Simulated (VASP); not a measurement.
# SrO (I4/mmm) in VASP: notebook

Runs on SrO. Level: r2SCAN. Tasks: single point.

Everything below comes from runs of VASP 6.6.1. Logs are shortened: lines on timing, memory, paths and dates and some standing lists are left out, and cuts for length are marked.

## 1. The cell of the first run

It takes space group I4/mmm (No. 139, tetragonal). Conventional cell: a = 3.634 Å, b = 3.634 Å, c = 5.345 Å, α = 90.00°, β = 90.00°, γ = 90.00°. Sr (site symmetry 4/mmm) has 6 O at 2.57 to 2.67 Å within 3.4 Å. O (site symmetry 4/mmm) has 6 Sr at 2.57 to 2.67 Å within 3.4 Å.

## 2. Single point, r2SCAN (strain +0.000 along x and y, +0.040 along z)

The input, POSCAR:

```
SrO
1.0
    0.0000000000      2.5698000000      2.6725920000
    2.5698000000      0.0000000000      2.6725920000
    2.5698000000      2.5698000000      0.0000000000
Sr O
1 1
Direct
    0.0000000000      0.0000000000      0.0000000000
    0.5000000000      0.5000000000      0.5000000000
```

The input, INCAR.step1:

```
SYSTEM = SrO
  ALGO = Normal
  EDIFF = 1E-4
  ENCUT = 520
  GGA = PE
  ISMEAR = 0
  LASPH = .True.
  LCHARG = .False.
  LREAL = .False.
  LWAVE = .True.
  NBANDS = 15
  NELM = 60
  PREC = Accurate
  SIGMA = 0.05
```

The input, INCAR.step2:

```
SYSTEM = SrO
  ALGO = Normal
  EDIFF = 1E-6
  ENCUT = 520
  ISIF = 2
  ISMEAR = 0
  ISTART = 1
  LASPH = .True.
  LCHARG = .False.
  LMIXTAU = .True.
  LREAL = .False.
  LWAVE = .False.
  METAGGA = R2SCAN
  NBANDS = 15
  NELM = 60
  PREC = Accurate
  SIGMA = 0.05
```

The input, KPOINTS:

```
k-points
0
Gamma
  8 8 8
  0 0 0
```

Potentials or basis: VASP PAW PBE potentials, release 64 (Sr_sv, O).

The run is started by

```console
> cat potpaw_PBE.64/Sr_sv/POTCAR potpaw_PBE.64/O/POTCAR > POTCAR
> cp INCAR.step1 INCAR
> mpirun -np 1 vasp_std > vasp.out
> cp INCAR.step2 INCAR
> mpirun -np 1 vasp_std > vasp.out
```

OUTCAR:

```text
SYSTEM = SrO
   EDIFF = 1E-6
   ENCUT = 520
   ISIF = 2
   ISMEAR = 0
   ISTART = 1
   LASPH = .True.
   LREAL = .False.
   METAGGA = R2SCAN
   NELM = 60
   PREC = Accurate

 ion  position               nearest neighbor table
   1  0.000  0.000  0.000-   2 2.57   2 2.57   2 2.57   2 2.57   2 2.67   2 2.67
   2  0.500  0.500  0.500-   1 2.57   1 2.57   1 2.57   1 2.57   1 2.67   1 2.67

  LATTYP: Found a body centered tetragonal cell.
 ALAT       =     3.6342460126
 C/A-ratio  =     1.4707821049

  Lattice vectors:

 A1 = (  -2.5698000000,   0.0000000000,   2.6725920000)
 A2 = (   2.5698000000,   0.0000000000,   2.6725920000)
 A3 = (   0.0000000000,   2.5698000000,  -2.6725920000)

Analysis of symmetry for initial positions (statically):
=====================================================================
 Subroutine PRICEL returns:
 Original cell was already a primitive cell.

 Routine SETGRP: Setting up the symmetry group for a
 body centered tetragonal supercell.

 Subroutine GETGRP returns: Found 16 space group operations
 (whereof 16 operations were pure point group operations)
 out of a pool of 16 trial point group operations.

The static configuration has the point symmetry D_4h.

Analysis of symmetry for dynamics (positions and initial velocities):
=====================================================================
 Subroutine PRICEL returns:
 Original cell was already a primitive cell.

 Routine SETGRP: Setting up the symmetry group for a
 body centered tetragonal supercell.

 Subroutine GETGRP returns: Found 16 space group operations
 (whereof 16 operations were pure point group operations)
 out of a pool of 16 trial point group operations.

The dynamic configuration has the point symmetry D_4h.

 Subroutine INISYM returns: Found 16 space group operations
 (whereof 16 operations are pure point group operations),
 and found     1 'primitive' translations

----------------------------------------------------------------------------------------

                                     Primitive cell

  volume of cell :      35.2989

  direct lattice vectors                    reciprocal lattice vectors
     0.000000000  2.569800000  2.672592000    -0.194567671  0.194567671  0.187084299
     2.569800000  0.000000000  2.672592000     0.194567671 -0.194567671  0.187084299
     2.569800000  2.569800000  0.000000000     0.194567671  0.194567671 -0.187084299

  length of vectors
     3.707643462  3.707643462  3.634246013     0.332736670  0.332736670  0.332736670

  position of ions in fractional coordinates (direct lattice)
     0.000000000  0.000000000  0.000000000
     0.500000000  0.500000000  0.500000000

  ion indices of the primitive-cell ions
   primitive index   ion index
                 1           1
                 2           2

----------------------------------------------------------------------------------------

 KPOINTS: k-points

Automatic generation of k-mesh.
 Grid dimensions read from file:
 generate k-points for:    8    8    8

 Generating k-lattice:

  Cartesian coordinates                     Fractional coordinates (reciprocal lattice)
    -0.024320959  0.024320959  0.023385537     0.125000000 -0.000000000  0.000000000
     0.024320959 -0.024320959  0.023385537    -0.000000000  0.125000000  0.000000000
     0.024320959  0.024320959 -0.023385537     0.000000000  0.000000000  0.125000000

  Length of vectors
     0.041592084  0.041592084  0.041592084

  Shift w.r.t. Gamma in fractional coordinates (k-lattice)
     0.000000000  0.000000000  0.000000000

 Subroutine IBZKPT returns following result:
 ===========================================

 Found     59 irreducible k-points:

 Following reciprocal coordinates:
            Coordinates               Weight
  0.000000  0.000000  0.000000      1.000000
  0.125000 -0.000000  0.000000      8.000000
  0.250000 -0.000000  0.000000      8.000000
  0.375000 -0.000000  0.000000      8.000000
  0.500000 -0.000000  0.000000      4.000000
  0.125000  0.125000  0.000000      2.000000
[... 16 lines left out ...]
  0.250000 -0.000000  0.125000     16.000000
  0.375000 -0.000000  0.125000     16.000000
 [... further k-points ...]
   k-points           NKPTS =     59   k-points in BZ     NKDIM =     59   number of bands    NBANDS=     15
   number of dos      NEDOS =    301   number of ions     NIONS =      2
   total plane-waves  NPLWV =  21952
   dimension x,y,z NGX =    28 NGY =   28 NGZ =   28
   dimension x,y,z NGXF=    56 NGYF=   56 NGZF=   56
   ions per type =               1   1
   NGX,Y,Z   is equivalent  to a cutoff of  12.55, 12.55, 12.81 a.u.
   NGXF,Y,Z  is equivalent  to a cutoff of  25.11, 25.11, 25.62 a.u.
 SYSTEM =  SrO
   PREC   = accura    normal or accurate (medium, high low for compatibility)
   ISTART =      1    job   : 0-new  1-cont  2-samecut
   ICHARG =      0    charge: 1-file 2-atom 10-const
   ISPIN  =      1    spin polarized calculation?
   LNONCOLLINEAR =      F non collinear calculations
   LSORBIT =      F    spin-orbit coupling
   LASPH  =      T    aspherical Exc in radial PAW
   ENCUT  =  520.0 eV  38.22 Ry    6.18 a.u.   6.89  6.89  6.76*2*pi/ulx,y,z
   NELM   =     60;   NELMIN=  2; NELMDL=  0     # of ELM steps
   EDIFF  = 0.1E-05   stopping-criterion for ELM
   LREAL  =      F    real-space projection
   EDIFFG = 0.1E-04   stopping-criterion for IOM
   NSW    =      0    number of steps for IOM
   IBRION =     -1    ionic relax: 0-MD 1-quasi-New 2-CG
   NFREE  =      0    steps in history (QN), initial steepest desc. (CG)
   ISIF   =      2    stress and relaxation
   ISYM   =      2    0-nonsym 1-usesym 2-fastsym
   POTIM  = 0.5000    time-step for ionic-motion
   TEBEG  =    0.0;   TEEND  =   0.0 temperature during run
   PSTRESS=    0.0 pullay stress
   NELECT =      16.0000    total number of electrons
   NUPDOWN=      -1.0000    fix difference up-down
   EMIN   =  10.00;   EMAX   =-10.00  energy-range for DOS
   EFERMI =   0.00;   METHOD = LEGACY
   ISMEAR =     0;   SIGMA  =   0.05  broadening in eV -4-tet -1-fermi 0-gaus
   EFERMI_NEDOS =   21; number of points for ismear=-14 and -15
   IALGO  =     38    algorithm
   IMIX   =      4    mixing-type and parameters
     AMIX     =   0.40;   BMIX     =  1.00
     AMIX_MAG =   1.60;   BMIX_MAG =  1.00
  volume/ion in A,a.u.               =      17.65       119.10
  Fermi-wavevector in a.u.,A,eV,Ry     =   1.257557  2.376438 21.516932  1.581450
  Thomas-Fermi vector in A             =   2.391210
   LORBIT       =      0    0 simple, 1 ext, 2 COOP (PROOUT), +10 PAW based schemes
   METAGGA = R2SCAN    functional components
   LHFCALC =     F    Hartree Fock is set to
   AEXX    =    0.0000 exact exchange contribution
   IVDW    =     0    specifies the selected vdW correction
   LEPSILON=     F    determine dielectric tensor
   LRPA    =     F    only Hartree local field effects (RPA)
 non-spin polarized calculation
 Gauss-broadening in eV      SIGMA  =   0.05
  energy-cutoff  :      520.00
  volume of cell :       35.30
 maximum number of plane-waves:       974
   NGX = 13   NGY = 13   NGZ = 13

 number of electron      16.0000001 magnetization

 Free energy of the ion-electron system (eV)
  ---------------------------------------------------
  ext. energy  EPLUGINS =         0.00000000
  ---------------------------------------------------
  free energy    TOTEN  =       -27.03903133 eV

  energy without entropy =      -27.03903133  energy(sigma->0) =      -27.03903133

 E-fermi :   1.4652     XC(G=0): -10.3901

 val. band max:        1.2097267176   @ k =   0.0000   0.0000   0.0000
 cond. band min:       4.8890255263   @ k =   0.5000   0.0000   0.5000
 fundamental gap:      3.6792988087
 Fermi energy:         1.4652017318

 k-point     1 :       0.0000    0.0000    0.0000
  band No.  band energies     occupation
      1     -32.4348      2.00000
      2     -14.8145      2.00000
      3     -13.5255      2.00000
      4     -13.4818      2.00000
      5     -13.4818      2.00000
      6       1.0968      2.00000
      7       1.2097      2.00000
      8       1.2097      2.00000
      9       5.5144      0.00000
     10       7.6799      0.00000
     11       7.9649      0.00000
     12       7.9649      0.00000
     13       9.8935      0.00000
     14      10.3601      0.00000
     15      14.2847      0.00000

 k-point     2 :       0.1250   -0.0000    0.0000
  band No.  band energies     occupation
      1     -32.4178      2.00000
      2     -15.1024      2.00000
      3     -13.5321      2.00000
      4     -13.4878      2.00000
      5     -13.2437      2.00000
      6       0.7478      2.00000
      7       0.9683      2.00000
      8       1.0209      2.00000
      9       6.1795      0.00000
     10       7.6882      0.00000
     11       8.1074      0.00000
     12       8.2516      0.00000
     13      10.2779      0.00000
     14      10.7574      0.00000
     15      15.2664      0.00000

 k-point     3 :       0.2500   -0.0000    0.0000
  band No.  band energies     occupation
      1     -32.3762      2.00000
      2     -15.5970      2.00000
      3     -13.5682      2.00000
      4     -13.5022      2.00000
      5     -12.8498      2.00000
      6      -0.0233      2.00000
      7       0.5789      2.00000
      8       0.6082      2.00000
      9       7.5485      0.00000
     10       7.7520      0.00000
     11       8.9273      0.00000
     12       9.0325      0.00000
     13      11.2507      0.00000
     14      11.7495      0.00000
     15      17.1835      0.00000
[... 343 lines left out ...]
 k-point    23 :       0.2500   -0.0000    0.1250
  band No.  band energies     occupation
      1     -32.3773      2.00000
      2     -15.4894      2.00000
      3     -13.6110      2.00000
      4     -13.5658      2.00000
      5     -12.8998      2.00000
      6      -0.0230      2.00000
      7       0.7639      2.00000
      8       0.8975      2.00000
      9       6.9163      0.00000
     10       7.1940      0.00000
     11       9.1624      0.00000
     12       9.3614      0.00000
     13      10.8160      0.00000
     14      11.9567      0.00000
     15      17.2753      0.00000

 k-point    24 :       0.3750   -0.0000    0.1250
  band No.  band energies     occupation
      1     -32.3356      2.00000
      2     -15.8238      2.00000
      3     -13.6476      2.00000
      4     -13.5828      2.00000
      5     -12.7191      2.00000
      6      -0.3968      2.00000
      7       0.3513      2.00000
      8       0.5277      2.00000
      9       7.2084      0.00000
     10       8.4969      0.00000
     11      10.0838      0.00000
     12      10.2621      0.00000
     13      12.0123      0.00000
     14      12.8299      0.00000
     15      17.3489      0.00000

 [... further k-points ...]

------------------------ aborting loop because EDIFF is reached ----------------------------------------

  FORCE on cell =-STRESS in cart. coord.  units (eV):
  Direction    XX          YY          ZZ          XY          YZ          ZX
  --------------------------------------------------------------------------------------
  -------------------------------------------------------------------------------------
  Total       -0.0384663     -0.0384663     -1.0149019      0.0000000      0.0000000      0.0000000
  in kB       -1.7459433     -1.7459433    -46.0652392      0.0000000      0.0000000      0.0000000
  external PRESSURE =     -16.5190420 kB  Pullay stress =       0.0000000 kB

 VOLUME and BASIS-vectors are now :
 -----------------------------------------------------------------------------
  energy-cutoff  :      520.00
  volume of cell :       35.30
      direct lattice vectors                 reciprocal lattice vectors
     0.000000000  2.569800000  2.672592000    -0.194567671  0.194567671  0.187084299
     2.569800000  0.000000000  2.672592000     0.194567671 -0.194567671  0.187084299
     2.569800000  2.569800000  0.000000000     0.194567671  0.194567671 -0.187084299

 POSITION                                       TOTAL-FORCE (eV/Angst)
 -----------------------------------------------------------------------------------
      0.00000      0.00000      0.00000        -0.000000      0.000000      0.000000
      2.56980      2.56980      2.67259         0.000000     -0.000000      0.000000
 -----------------------------------------------------------------------------------
    total drift:                                0.000000      0.000000      0.000000

  FREE ENERGIE OF THE ION-ELECTRON SYSTEM (eV)
  ---------------------------------------------------
  free  energy   TOTEN  =       -27.0390313300 eV

  energy  without entropy=      -27.0390313300  energy(sigma->0) =      -27.03903133
```

Wall time 3.5 min (1 thread of Intel Xeon 8259CL, shared host); peak memory 0.18 GiB.

Results:

```yaml
Free_energy: -27.0390 eV
Pressure: -1.7 GPa
Band_gap_on_the_k_mesh: 3.68 eV (least direct gap 3.78 eV)
```

Stress tensor (GPa, compression positive):
```
-0.17  0.00  0.00
 0.00 -0.17  0.00
 0.00  0.00 -4.61
```

Levels at points of the mesh, in eV from the valence-band top:
| k point | band 4 | band 5 | band 6 | band 7 | band 8 | band 9 | band 10 | band 11 | band 12 | band 13 |
| --- | --- | --- | --- | --- | --- | --- | --- | --- | --- | --- |
| (0.00, 0.00, 0.00) | -14.69 | -14.69 | -0.11 | 0.00 | 0.00 | 4.30 | 6.47 | 6.76 | 6.76 | 8.68 |
| (0.50, 0.00, 0.00) | -14.73 | -13.68 | -2.09 | -1.11 | -1.10 | 6.90 | 8.71 | 9.21 | 9.26 | 12.05 |
| (0.50, 0.50, 0.00) | -14.97 | -14.97 | -0.67 | -0.10 | -0.10 | 3.82 | 8.20 | 10.61 | 10.67 | 11.35 |
| (0.50, 0.00, 0.50) | -15.07 | -15.03 | -0.45 | -0.24 | -0.10 | 3.68 | 8.17 | 10.64 | 10.77 | 11.12 |

Caveat: the cell differs from its parent crystal (strain +0.000 along x and y, +0.040 along z); the PAW data sets were made with another functional, which shifts forces and pressure a little.

## 3. Single point, r2SCAN (strain +0.040 along x and y, +0.080 along z)

The input, POSCAR:

```
SrO
1.0
    0.0000000000      2.6725920000      2.7753840000
    2.6725920000      0.0000000000      2.7753840000
    2.6725920000      2.6725920000      0.0000000000
Sr O
1 1
Direct
    0.0000000000      0.0000000000      0.0000000000
    0.5000000000      0.5000000000      0.5000000000
```

The input, INCAR.step1:

```
SYSTEM = SrO
PREC = Accurate
ENCUT = 520
ISMEAR = 0
SIGMA = 0.05
LREAL = .False.
LASPH = .True.
NELM = 80
NBANDS = 15
GGA = PE
ALGO = Normal
EDIFF = 1E-4
LWAVE = .True.
LCHARG = .False.
```

The input, INCAR.step2:

```
SYSTEM = SrO
PREC = Accurate
ENCUT = 520
EDIFF = 1E-6
ISMEAR = 0
SIGMA = 0.05
LREAL = .False.
LASPH = .True.
NELM = 80
ALGO = Normal
ISIF = 2
LWAVE = .False.
LCHARG = .False.
METAGGA = R2SCAN
LMIXTAU = .True.
NBANDS = 15
ISTART = 1
```

The input, KPOINTS:

```
regular mesh
0
Gamma
  8 8 8
  0 0 0
```

Potentials or basis: VASP PAW PBE potentials, release 64 (Sr_sv, O).

The run is started by

```console
> cat potpaw_PBE.64/Sr_sv/POTCAR potpaw_PBE.64/O/POTCAR > POTCAR
> cp INCAR.step1 INCAR
> mpirun -np 1 vasp_std > vasp.out
> cp INCAR.step2 INCAR
> mpirun -np 1 vasp_std > vasp.out
```

It took 3.9 min on 1 thread of Intel Xeon 8259CL, shared host; peak memory 0.19 GiB.

The run converged. Its results:

| Quantity | Value |
| --- | --- |
| Free energy | -26.8825 eV |
| Pressure | -9.3 GPa |
| Band gap on the k mesh | 3.56 eV |

Stress tensor (GPa, compression positive):
```
 -8.70   0.00   0.00
  0.00  -8.70   0.00
  0.00   0.00 -10.50
```

Levels at points of the mesh, in eV from the valence-band top:
```tsv
k point	band 6	band 7	band 8	band 9	band 10	band 11
(0.00, 0.00, 0.00)	-0.07	0.00	0.00	3.56	6.22	6.46
(0.50, 0.00, 0.00)	-1.87	-0.90	-0.89	6.40	7.82	8.55
(0.50, 0.50, 0.00)	-0.75	-0.15	-0.15	3.83	7.38	9.59
(0.50, 0.00, 0.50)	-0.59	-0.24	-0.17	3.71	7.36	9.78
```

Caveat: the cell differs from its parent crystal (strain +0.040 along x and y, +0.080 along z); the cell stands under tension; the PAW data sets were made with another functional, which shifts forces and pressure a little. A k mesh can miss the band edges.
